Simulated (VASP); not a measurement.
# CoO (Pm-3m) in VASP: a series of runs, part 2 of 2

VASP 6.6.1.

### Step 4. Relaxation of cell and atoms, PBE+U

This run uses another cell than the first one, of 9.42 Å³/atom.

Input file INCAR:

```
SYSTEM = CoO
PREC = Accurate ; ENCUT = 600
EDIFF = 1E-7 ; ISMEAR = 0
SIGMA = 0.02 ; LREAL = .False.
LASPH = .True. ; NELM = 150
ALGO = Normal ; ISIF = 3
LWAVE = .False. ; LCHARG = .False.
LMAXMIX = 4 ; LDAU = .True.
LDAUTYPE = 2 ; LDAUL = 2 -1
LDAUU = 3.32 0 ; LDAUJ = 0 0
LDAUPRINT = 1 ; GGA = PE
IBRION = 2 ; NSW = 80
EDIFFG = -0.01
```

Input file KPOINTS:

```
regular mesh
0
Gamma
  10 10 10
  0 0 0
```

Input file POSCAR:

```
CoO
1.0
    2.6612513074      0.0000000000      0.0000000000
    0.0000000000      2.6612513074      0.0000000000
    0.0000000000      0.0000000000      2.6612513074
Co O
1 1
Direct
    0.0000000000      0.0000000000      0.0000000000
    0.5000000000      0.5000000000      0.5000000000
```

Potentials or basis: VASP PAW PBE potentials, release 64 (Co, O).

Started as:

```console
$ cat potpaw_PBE.64/Co/POTCAR potpaw_PBE.64/O/POTCAR > POTCAR
$ mpirun -np 1 vasp_std > vasp.out
```

OUTCAR:

```text
SYSTEM = CoO
   PREC = Accurate
   ENCUT = 600
   EDIFF = 1E-7
   ISMEAR = 0
   LREAL = .False.
   LASPH = .True.
   NELM = 150
   ISIF = 3
   GGA = PE
   IBRION = 2
   NSW = 80
   EDIFFG = -0.01

 ion  position               nearest neighbor table
   1  0.000  0.000  0.000-   2 2.30   2 2.30   2 2.30   2 2.30   2 2.30   2 2.30   2 2.30   2 2.30

   2  0.500  0.500  0.500-   1 2.30   1 2.30   1 2.30   1 2.30   1 2.30   1 2.30   1 2.30   1 2.30

  LATTYP: Found a simple cubic cell.
 ALAT       =     2.6612513074

  Lattice vectors:

 A1 = (   2.6612513074,   0.0000000000,   0.0000000000)
 A2 = (   0.0000000000,   2.6612513074,   0.0000000000)
 A3 = (   0.0000000000,   0.0000000000,   2.6612513074)
[... 626 lines left out ...]
  o =  0.9298  v =  0.0000  0.0000  0.0000  0.0000  0.0000  0.0000  0.0000 -0.2110  0.0000  0.9775      0.0000  0.0000  0.0000  0.0000  0.0000  0.0000  0.0000  0.0000  0.0000  0.0000
  o =  0.9298  v =  0.0000  0.0000 -0.2110  0.0000  0.9775  0.0000  0.0000  0.0000  0.0000  0.0000      0.0000  0.0000  0.0000  0.0000  0.0000  0.0000  0.0000  0.0000  0.0000  0.0000

--------------------------------------- Ionic step        3  -------------------------------------------

 number of electron      14.9999994 magnetization

 Free energy of the ion-electron system (eV)
  ---------------------------------------------------
  ext. energy  EPLUGINS =         0.00000000
  ---------------------------------------------------
  free energy    TOTEN  =        -8.86715625 eV

  energy without entropy =       -8.86669721  energy(sigma->0) =       -8.86692673

 E-fermi :   9.4989     XC(G=0): -13.5018

 val. band max:        9.4790533616   @ k =   0.5000   0.3000   0.2000
 cond. band min:       9.5053075712   @ k =   0.1000   0.0000   0.0000
 fundamental gap:      0.0262542096
 Fermi energy:         9.4989027417

 k-point     1 :       0.0000    0.0000    0.0000
  band No.  band energies     occupation
      1     -11.5686      2.00000
      2       5.6760      2.00000
      3       5.6760      2.00000
      4       6.4137      2.00000
      5       6.4137      2.00000
      6       6.4137      2.00000
      7       9.3661      2.00000
      8       9.3661      2.00000
      9       9.3662      2.00000
     10      11.5176      0.00000
     11      25.5225      0.00000
[... 351 lines left out ...]
  FREE ENERGIE OF THE ION-ELECTRON SYSTEM (eV)
  ---------------------------------------------------
  free  energy   TOTEN  =        -8.8671562538 eV

  energy  without entropy=       -8.8666972144  energy(sigma->0) =       -8.86692673

 reached required accuracy - stopping structural energy minimisation
```

OSZICAR:

```text
N       E                     dE             d eps       ncg     rms          rms(c)
DAV:   1     0.944074256669E+02    0.94407E+02   -0.78898E+03  1240   0.176E+03
[... 37 lines left out ...]
DAV:   3    -0.892331352469E+01    0.24709E-01   -0.50769E-01  1494   0.151E+01    0.207E+00
DAV:   4    -0.887150193685E+01    0.51812E-01   -0.12968E-01  1501   0.788E+00    0.593E-01
DAV:   5    -0.886736340913E+01    0.41385E-02   -0.11610E-02  1586   0.144E+00    0.143E-01
DAV:   6    -0.886713288749E+01    0.23052E-03   -0.70620E-04  1375   0.349E-01    0.458E-02
DAV:   7    -0.886715666165E+01   -0.23774E-04   -0.41060E-05  1250   0.110E-01    0.847E-03
DAV:   8    -0.886715628912E+01    0.37253E-06   -0.11500E-06  1759   0.144E-02    0.164E-03
DAV:   9    -0.886715625376E+01    0.35358E-07   -0.12137E-07   664   0.529E-03
   3 F= -.88671563E+01 E0= -.88669267E+01  d E =-.191599E+00
```

Wall time 54 s (1 thread of Intel Xeon 8259CL, shared host); peak memory 0.16 GiB.

Results:

```
Free energy                           : -8.8672 eV
Relaxed volume                        : 8.22 Å³/atom
Relaxed cell                          : a = 2.543 Å, b = 2.543 Å, c = 2.543 Å, α = 90.00°, β = 90.00°, γ = 90.00°
Space group after relaxing (to 0.1 Å) : Pm-3m (No. 221)
Energy gained by relaxing             : 95.8 meV/atom
Ionic steps                           : 3
Pressure after relaxing               : -0.1 GPa
Band gap on the k mesh                : zero (an odd number of electrons rules out a gap without spin polarisation)
```

Step by step:
```tsv
step	energy change (eV)	largest force (eV/Å)	pressure (GPa)	volume (Å³)
1	0.0000	0.0000	-22.35	18.85
2	-0.1489	0.0000	15.28	15.48
3	-0.1916	0.0000	-0.07	16.44
```

Final structure:
```
CELL_PARAMETERS angstrom
2.54255 0.00000 0.00000
0.00000 2.54255 0.00000
0.00000 0.00000 2.54255
ATOMIC_POSITIONS crystal
Co 0.00000 0.00000 0.00000
O 0.50000 0.50000 0.50000
```

Levels at points of the mesh, in eV from the Fermi level:
```tsv
k point	band 5	band 6	band 7	band 8	band 9	band 10
(0.00, 0.00, 0.00)	-3.09	-3.09	-0.13	-0.13	-0.13	2.02
(0.50, 0.00, 0.00)	-3.37	-0.56	-0.03	1.14	1.14	7.41
(0.50, 0.50, 0.00)	-2.15	-1.05	-0.91	-0.91	-0.36	7.21
(0.50, 0.50, 0.50)	-0.31	-0.31	1.49	1.49	1.49	7.83
```

Eigenvalues of the final occupation matrices:
| site | spin | trace | eigenvalues |
| --- | --- | --- | --- |
| site 1 d | 1 | 3.75 | 0.63 0.63 0.63 0.93 0.93 |
| site 1 d | 2 | 3.75 | 0.63 0.63 0.63 0.93 0.93 |

Caveat: an odd number of electrons without spin polarisation forces a metal; a magnetic or distorted state may lie lower; the run has no spin polarisation, though such a crystal can be magnetic; U without spin polarisation on a metal has little footing. Spin polarisation is off, so any magnetic state and its effect on volume and gap are missing.

### Step 5. The runs side by side

```csv
task,cell,cutoff (eV),gap on the mesh (eV),pressure (GPa)
single point,"a = 2.564 Å, 2 atoms",520,none,-5.1
single point,"a = 2.661 Å, 2 atoms",520,none,-22.2
relaxation of cell and atoms,"relaxed from a = 2.661 Å, 2 atoms",600,none,-0.1
```

Alike in all rows: level PBE+U; potentials or basis VASP PAW PBE potentials, release 64 (Co, O); no spin polarisation; Co d U = 3.32 eV; k mesh 10 × 10 × 10; smearing gaussian 0.02 eV.

Caveats: an odd number of electrons without spin polarisation forces a metal; a magnetic or distorted state may lie lower; the run has no spin polarisation, though such a crystal can be magnetic; U without spin polarisation on a metal has little footing; the cell stands under tension (at least some runs).

Absolute energies hang on the potentials; compare differences alone.
